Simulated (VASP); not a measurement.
Here is a VASP 6.6.1 calculation.

INCAR

```
SYSTEM = Y2WC6
ALGO     = Normal         ! electronic algorithm
EDIFF    = 1E-6           ! SCF threshold, eV
EDIFFG   = -0.04          ! ionic threshold
ENCUT    = 600            ! plane-wave cutoff, eV
GGA      = PE             ! functional
IBRION   = 2              ! ionic algorithm
ISIF     = 3              ! what is computed and relaxed
ISMEAR   = 0              ! smearing method
LASPH    = .True.         ! aspherical terms in the spheres
LCHARG   = .False.        ! write CHGCAR
LREAL    = .False.        ! projectors in reciprocal space
LWAVE    = .False.        ! write WAVECAR
NELM     = 100            ! most SCF steps
NSW      = 90             ! ionic steps
PREC     = Accurate       ! precision mode
SIGMA    = 0.1            ! smearing width, eV
```

File KPOINTS:

```
k-points
0
Gamma
  4 4 4
  0 0 0
```

Contents of POSCAR:

```
Y2WC6
1.0
    0.0000000000      3.9363614100      3.9363614100
    3.9363614100      0.0000000000      3.9363614100
    3.9363614100      3.9363614100      0.0000000000
Y W C
2 1 6
Direct
    0.2500000000      0.2500000000      0.2500000000
    0.7500000000      0.7500000000      0.7500000000
    0.5000000000      0.5000000000      0.5000000000
    0.5000000000      0.0000000000      0.0000000000
    0.0000000000      0.5000000000      0.5000000000
    0.0000000000      0.5000000000      0.0000000000
    0.5000000000      0.0000000000      0.5000000000
    0.0000000000      0.0000000000      0.5000000000
    0.5000000000      0.5000000000      0.0000000000
```

Potentials or basis: VASP PAW PBE potentials, release 64 (Y_sv, W_sv, C).

Run with:

```sh
$ cat potpaw_PBE.64/Y_sv/POTCAR potpaw_PBE.64/W_sv/POTCAR potpaw_PBE.64/C/POTCAR > POTCAR
$ mpirun -np 1 vasp_std > vasp.out
```

Question: Predict the space group after relaxing (to 0.1 Å).

Answer: Fm-3m (No. 225).

Question: Predict the band gap on the k mesh.

Answer: Zero (bands 30 and 31 overlap by 0.20 eV).

Question: Estimate the relaxed cell.

Answer: a = 6.147 Å, b = 6.147 Å, c = 6.147 Å, α = 60.00°, β = 60.00°, γ = 60.00°.

The path:
```
step  energy change (eV)  largest force (eV/Å)  pressure (GPa)  volume (Å³)
   1              0.0000                0.0000           29.09       121.99
   2             -2.9947                0.0000           -1.68       170.80
   3             -3.0240                0.0000            0.32       164.21
```

Caveat: the volume moved by over 15 % at a fixed basis, so the end points are rough; spin-orbit coupling is left out, which moves the levels of the heavy elements.
